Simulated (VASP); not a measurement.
# SnH2 (C2/m) in VASP: relaxation of cell and atoms with PBE

Aim: the relaxation of cell and atoms of SnH2 with PBE.

Program: VASP 6.6.1. These are calculated values, not measurements. Logs are shortened: lines on timing, memory, paths and dates and some standing lists are left out, and cuts for length are marked.

### Step 1. The cell of the first run

The structure is monoclinic, space group C2/m (No. 12). The conventional cell has a = 5.665 Å, b = 3.476 Å, c = 3.992 Å, α = 90.00°, β = 90.04°, γ = 90.00°. Sn (site symmetry 2/m) has 6 H at 2.10 to 2.34 Å within 2.8 Å. Within 2.8 Å of H (site symmetry m) lie 3 Sn at 2.10 to 2.34 Å and 3 H at 2.52 to 2.73 Å.

The cell was built from a structure type or drawn by symmetry, and may not be a known phase.

### Step 2. Relaxation of cell and atoms, PBE

INCAR reads:

```
  ALGO = Normal
  EDIFF = 1E-7
  EDIFFG = -0.08
  ENCUT = 910
  GGA = PE
  GGA_COMPAT = F
  IBRION = 2
  ISIF = 3
  ISMEAR = 0
  LASPH = T
  LCHARG = F
  LREAL = F
  LWAVE = F
  NELM = 120
  NELMIN = 4
  NSW = 36
  PREC = Accurate
  SIGMA = 0.15
```

KPOINTS reads:

```
k-points
0
Gamma
  5 5 4
```

POSCAR reads:

```
SnH2
1.0
    2.8324265400     -1.7379502000      0.0000000000
    2.8324265400      1.7379502000      0.0000000000
   -0.0026477100      0.0000000000      3.9921745100
Sn H
1 2
Direct
    0.0000000000      0.0000000000      0.0000000000
    0.6893500100      0.6893500100      0.2883299900
    0.3106499900      0.3106499900      0.7116700100
```

Potentials or basis: VASP PAW PBE potentials, release 64 (Sn_d, H_h).

Launch:

```bash
$ cat potpaw_PBE.64/Sn_d/POTCAR potpaw_PBE.64/H_h/POTCAR > POTCAR
$ mpirun -np 1 vasp_std > vasp.out
```

OUTCAR:

```text
EDIFF = 1E-7
   EDIFFG = -0.08
   ENCUT = 910
   GGA = PE
   IBRION = 2
   ISIF = 3
   ISMEAR = 0
   LASPH = T
   LREAL = F
   NELM = 120
   NELMIN = 4
   NSW = 36
   PREC = Accurate

 ion  position               nearest neighbor table
   1  0.000  0.000  0.000-   2 2.10   3 2.10
   2  0.689  0.689  0.288-   1 2.10
   3  0.311  0.311  0.712-   1 2.10

  LATTYP: Found a base centered monoclinic cell.
 ALAT       =     5.6648530800
 B/A-ratio  =     0.6135905646
 C/A-ratio  =     0.7047270832
 COS(beta)  =    -0.0006632249

  Lattice vectors:

 A1 = (   2.8324265400,  -1.7379502000,   0.0000000000)
 A2 = (   2.8324265400,   1.7379502000,   0.0000000000)
 A3 = (  -0.0026477100,   0.0000000000,   3.9921745100)

Analysis of symmetry for initial positions (statically):
=====================================================================
 Subroutine PRICEL returns:
 Original cell was already a primitive cell.

 Routine SETGRP: Setting up the symmetry group for a
 base centered monoclinic supercell.

 Subroutine GETGRP returns: Found  4 space group operations
 (whereof  4 operations were pure point group operations)
 out of a pool of  4 trial point group operations.

The static configuration has the point symmetry C_2h.

Analysis of symmetry for dynamics (positions and initial velocities):
=====================================================================
 Subroutine PRICEL returns:
 Original cell was already a primitive cell.

 Routine SETGRP: Setting up the symmetry group for a
 base centered monoclinic supercell.

 Subroutine GETGRP returns: Found  4 space group operations
 (whereof  4 operations were pure point group operations)
 out of a pool of  4 trial point group operations.

The dynamic configuration has the point symmetry C_2h.

 Subroutine INISYM returns: Found  4 space group operations
 (whereof  4 operations are pure point group operations),
 and found     1 'primitive' translations

----------------------------------------------------------------------------------------

                                     Primitive cell

  volume of cell :      39.3039

  direct lattice vectors                    reciprocal lattice vectors
     2.832426540 -1.737950200  0.000000000     0.176527085 -0.287695240  0.000117077
     2.832426540  1.737950200  0.000000000     0.176527085  0.287695240  0.000117077
    -0.002647710  0.000000000  3.992174510     0.000000000  0.000000000  0.250490052

  length of vectors
     3.323117663  3.323117663  3.992175388     0.337535741  0.337535741  0.250490052

  position of ions in fractional coordinates (direct lattice)
     0.000000000  0.000000000  0.000000000
     0.689350010  0.689350010  0.288329990
     0.310649990  0.310649990  0.711670010

  ion indices of the primitive-cell ions
   primitive index   ion index
                 1           1
                 2           2
                 3           3

----------------------------------------------------------------------------------------

 KPOINTS: k-points

Automatic generation of k-mesh.
 Grid dimensions read from file:
 generate k-points for:    5    5    4

 Generating k-lattice:

  Cartesian coordinates                     Fractional coordinates (reciprocal lattice)
     0.035305417 -0.057539048  0.000023415     0.200000000  0.000000000 -0.000000000
     0.035305417  0.057539048  0.000023415     0.000000000  0.200000000 -0.000000000
     0.000000000  0.000000000  0.062622513     0.000000000  0.000000000  0.250000000

  Length of vectors
     0.067507148  0.067507148  0.062622513

  Shift w.r.t. Gamma in fractional coordinates (k-lattice)
     0.000000000  0.000000000  0.000000000

 Subroutine IBZKPT returns following result:
 ===========================================

 Found     33 irreducible k-points:

 Following reciprocal coordinates:
            Coordinates               Weight
  0.000000  0.000000  0.000000      1.000000
  0.200000  0.000000  0.000000      4.000000
  0.400000 -0.000000  0.000000      4.000000
  0.200000  0.200000  0.000000      2.000000
  0.400000  0.200000  0.000000      4.000000
 -0.400000  0.200000  0.000000      4.000000
[... 16 lines left out ...]
 -0.200000 -0.400000  0.250000      4.000000
 -0.200000 -0.200000  0.250000      2.000000
 [... further k-points ...]
   k-points           NKPTS =     33   k-points in BZ     NKDIM =     33   number of bands    NBANDS=     12
   number of dos      NEDOS =    301   number of ions     NIONS =      3
   total plane-waves  NPLWV =  51840
   dimension x,y,z NGX =    36 NGY =   36 NGZ =   40
   dimension x,y,z NGXF=    72 NGYF=   72 NGZF=   80
   ions per type =               1   2
   NGX,Y,Z   is equivalent  to a cutoff of  18.01, 18.01, 16.66 a.u.
   NGXF,Y,Z  is equivalent  to a cutoff of  36.02, 36.02, 33.31 a.u.
 SYSTEM =  unknown system
   PREC   = accura    normal or accurate (medium, high low for compatibility)
   ISTART =      0    job   : 0-new  1-cont  2-samecut
   ICHARG =      2    charge: 1-file 2-atom 10-const
   ISPIN  =      1    spin polarized calculation?
   LNONCOLLINEAR =      F non collinear calculations
   LSORBIT =      F    spin-orbit coupling
   LASPH  =      T    aspherical Exc in radial PAW
   ENCUT  =  910.0 eV  66.88 Ry    8.18 a.u.   8.17  8.17  9.82*2*pi/ulx,y,z
   NELM   =    120;   NELMIN=  4; NELMDL= -5     # of ELM steps
   EDIFF  = 0.1E-06   stopping-criterion for ELM
   LREAL  =      F    real-space projection
   EDIFFG = -.8E-01   stopping-criterion for IOM
   NSW    =     36    number of steps for IOM
   IBRION =      2    ionic relax: 0-MD 1-quasi-New 2-CG
   NFREE  =      1    steps in history (QN), initial steepest desc. (CG)
   ISIF   =      3    stress and relaxation
   ISYM   =      2    0-nonsym 1-usesym 2-fastsym
   POTIM  = 0.5000    time-step for ionic-motion
   TEBEG  =    0.0;   TEEND  =   0.0 temperature during run
   PSTRESS=    0.0 pullay stress
   NELECT =      16.0000    total number of electrons
   NUPDOWN=      -1.0000    fix difference up-down
   EMIN   =  10.00;   EMAX   =-10.00  energy-range for DOS
   EFERMI =   0.00;   METHOD = LEGACY
   ISMEAR =     0;   SIGMA  =   0.15  broadening in eV -4-tet -1-fermi 0-gaus
   EFERMI_NEDOS =   21; number of points for ismear=-14 and -15
   IALGO  =     38    algorithm
   IMIX   =      4    mixing-type and parameters
     AMIX     =   0.40;   BMIX     =  1.00
     AMIX_MAG =   1.60;   BMIX_MAG =  1.00
  volume/ion in A,a.u.               =      13.10        88.41
  Fermi-wavevector in a.u.,A,eV,Ry     =   1.213304  2.292812 20.029229  1.472107
  Thomas-Fermi vector in A             =   2.348760
   LORBIT       =      0    0 simple, 1 ext, 2 COOP (PROOUT), +10 PAW based schemes
   GGA     = PE    functional components
   LHFCALC =     F    Hartree Fock is set to
   AEXX    =    0.0000 exact exchange contribution
   IVDW    =     0    specifies the selected vdW correction
   LEPSILON=     F    determine dielectric tensor
   LRPA    =     F    only Hartree local field effects (RPA)
 conjugate gradient relaxation of ions
 non-spin polarized calculation
 Gauss-broadening in eV      SIGMA  =   0.15
  energy-cutoff  :      910.00
  volume of cell :       39.30
 maximum number of plane-waves:      2466
 NGX is ok and might be reduce to    36
   NGX = 17   NGY = 17   NGZ = 19

--------------------------------------- Ionic step        1  -------------------------------------------

 number of electron      16.0000000 magnetization

 Free energy of the ion-electron system (eV)
  ---------------------------------------------------
  ext. energy  EPLUGINS =         0.00000000
  ---------------------------------------------------
  free energy    TOTEN  =        -8.60377162 eV

  energy without entropy =       -8.58354726  energy(sigma->0) =       -8.59365944

------------------------ aborting loop because EDIFF is reached ----------------------------------------

  FORCE on cell =-STRESS in cart. coord.  units (eV):
  Direction    XX          YY          ZZ          XY          YZ          ZX
  --------------------------------------------------------------------------------------
  -------------------------------------------------------------------------------------
  Total        1.8491929      0.2985625     -1.6473556      0.0000000      0.0000000     -0.5042936
  in kB       75.3802029     12.1705560    -67.1525404      0.0000000      0.0000000    -20.5569419
  external PRESSURE =       6.7994062 kB  Pullay stress =       0.0000000 kB
[... 92 lines left out ...]
  FREE ENERGIE OF THE ION-ELECTRON SYSTEM (eV)
  ---------------------------------------------------
  free  energy   TOTEN  =        -8.9659452784 eV

  energy  without entropy=       -8.9590759300  energy(sigma->0) =       -8.96251060

 E-fermi :   6.1213     XC(G=0): -10.0159

 val. band max:        6.0666545734   @ k =  -0.4000  -0.4000   0.2500
 cond. band min:       6.2866198881   @ k =   0.4000   0.4000   0.0000
 fundamental gap:      0.2199653146
 Fermi energy:         6.1213271795

 k-point     1 :       0.0000    0.0000    0.0000
  band No.  band energies     occupation
      1     -15.6474      2.00000
      2     -15.4866      2.00000
      3     -15.4404      2.00000
      4     -15.3727      2.00000
      5     -15.3379      2.00000
      6      -5.3782      2.00000
      7       5.1735      2.00000
      8       8.5361      0.00000
      9       9.3047      0.00000
     10      10.1214      0.00000
     11      13.1165      0.00000
     12      13.5414      0.00000
[... 331 lines left out ...]
 k-point    24 :      -0.2000   -0.2000    0.2500
  band No.  band energies     occupation
      1     -15.4920      2.00000
      2     -15.4658      2.00000
      3     -15.4364      2.00000
      4     -15.4233      2.00000
      5     -15.3921      2.00000
      6      -4.0503      2.00000
      7       3.6047      2.00000
      8       6.5322      0.00011
      9       8.4595      0.00000
     10      10.4048      0.00000
     11      12.4223      0.00000
     12      14.6588      0.00000

 [... further k-points ...]

[... ionic steps 4 to 9 ...]

--------------------------------------- Ionic step       10  -------------------------------------------

 number of electron      15.9999998 magnetization

------------------------ aborting loop because EDIFF is reached ----------------------------------------

  FORCE on cell =-STRESS in cart. coord.  units (eV):
  Direction    XX          YY          ZZ          XY          YZ          ZX
  --------------------------------------------------------------------------------------
  -------------------------------------------------------------------------------------
  Total       -0.1254738     -0.5636957     -0.1413879      0.0000000      0.0000000      0.1076558
  in kB       -5.2960414    -23.7926658     -5.9677494      0.0000000      0.0000000      4.5439718
  external PRESSURE =     -11.6854855 kB  Pullay stress =       0.0000000 kB
[... 59 lines left out ...]
  energy  without entropy=       -9.1650663267  energy(sigma->0) =       -9.16731144

--------------------------------------- Ionic step       12  -------------------------------------------

 number of electron      16.0000000 magnetization

 Free energy of the ion-electron system (eV)
  ---------------------------------------------------
  ext. energy  EPLUGINS =         0.00000000
  ---------------------------------------------------
  free energy    TOTEN  =        -9.17486371 eV

  energy without entropy =       -9.17237006  energy(sigma->0) =       -9.17361688

 E-fermi :   5.6725     XC(G=0):  -9.7173

 val. band max:        5.5781342323   @ k =  -0.2000   0.2000   0.5000
 cond. band min:       5.7762145497   @ k =  -0.4000  -0.4000   0.2500
 fundamental gap:      0.1980803174
 Fermi energy:         5.6724845371

 k-point     1 :       0.0000    0.0000    0.0000
  band No.  band energies     occupation
      1     -16.1937      2.00000
      2     -16.0407      2.00000
      3     -15.9901      2.00000
      4     -15.9504      2.00000
      5     -15.8940      2.00000
      6      -5.6504      2.00000
      7       4.2519      2.00000
      8       7.6966      0.00000
      9       8.9503      0.00000
     10       9.3288      0.00000
     11      12.2874      0.00000
     12      12.3252      0.00000
[... 331 lines left out ...]
 k-point    24 :      -0.2000   -0.2000    0.2500
  band No.  band energies     occupation
      1     -16.0520      2.00000
      2     -16.0314      2.00000
      3     -15.9975      2.00000
      4     -15.9805      2.00000
      5     -15.9397      2.00000
      6      -4.4504      2.00000
      7       2.9116      2.00000
      8       6.6622      0.00000
      9       7.1701      0.00000
     10       9.7171      0.00000
     11      12.2604      0.00000
     12      13.2046      0.00000

 [... further k-points ...]
[... 5 lines left out ...]
  --------------------------------------------------------------------------------------
  -------------------------------------------------------------------------------------
  Total        0.0075069      0.1534549     -0.2119310      0.0000000      0.0000000      0.1188256
  in kB        0.3197705      6.5367197     -9.0276252      0.0000000      0.0000000      5.0616136
  external PRESSURE =      -0.7237117 kB  Pullay stress =       0.0000000 kB
[... 18 lines left out ...]
  FREE ENERGIE OF THE ION-ELECTRON SYSTEM (eV)
  ---------------------------------------------------
  free  energy   TOTEN  =        -9.1748637089 eV

  energy  without entropy=       -9.1723700585  energy(sigma->0) =       -9.17361688

 reached required accuracy - stopping structural energy minimisation
```

Run time: 2.7 min. Hardware: 1 thread of AMD EPYC 9R45 (Zen 5), shared host; peak memory 0.22 GiB.

Results:

```
Free energy                           : -9.1749 eV
Relaxed volume                        : 12.54 Å³/atom
Relaxed cell                          : a = 3.925 Å, b = 3.925 Å, c = 3.094 Å, α = 97.86°, β = 97.86°, γ = 52.96°
Space group after relaxing (to 0.1 Å) : C2/m (No. 12)
Energy gained by relaxing             : 190.4 meV/atom
Ionic steps                           : 12
Pressure after relaxing               : -0.1 GPa
Largest force after relaxing          : 0.062 eV/Å
Band gap on the k mesh                : zero (bands 8 and 9 overlap by 3.80 eV)
```

Forces in eV/Å, atoms in the order of the input:
```
Sn   0.000  0.000  0.000
H   -0.020  0.000 -0.058
H    0.020  0.000  0.058
```

Stress tensor (GPa, compression positive):
```
 0.03  0.00  0.51
 0.00  0.65  0.00
 0.51  0.00 -0.90
```

Step by step:
```csv
step,energy change (eV),largest force (eV/Å),pressure (GPa),volume (Å³)
1,0.0000,0.4789,0.68,39.30
2,-0.1198,0.4903,-0.36,39.59
3,-0.3622,0.4336,-2.34,40.03
4,-0.3834,0.5211,-4.32,39.01
5,-0.4118,0.3696,-4.37,39.89
6,-0.4996,0.2725,0.77,35.92
7,-0.5001,0.2641,1.37,35.60
8,-0.5281,0.2466,1.39,35.79
9,-0.5582,0.0458,1.38,36.17
10,-0.5650,0.0576,-1.17,37.96
11,-0.5658,0.0474,-0.58,37.50
12,-0.5711,0.0616,-0.07,37.61
```

Final structure:
```
Sn H
1.0
     3.50735   -1.75031   -0.20945
     3.50735    1.75031   -0.20945
    -0.28945    0.00000    3.08071
Sn H
1 2
Cartesian
  0.0000 0.0000 0.0000
  4.5904 0.0000 0.2774
  2.1349 0.0000 2.3844
```

Caveat: the k points lie up to 0.51 Å⁻¹ apart in the final cell, too coarse for converged energies and pressures of a metal; a cell axis changed by over 15 % at a fixed basis, so the end point is rough; spin-orbit coupling is left out, which moves the levels of the heavy elements; the relaxation stopped at a loose force limit of 0.08 eV/Å, so its end isn't a converged minimum.
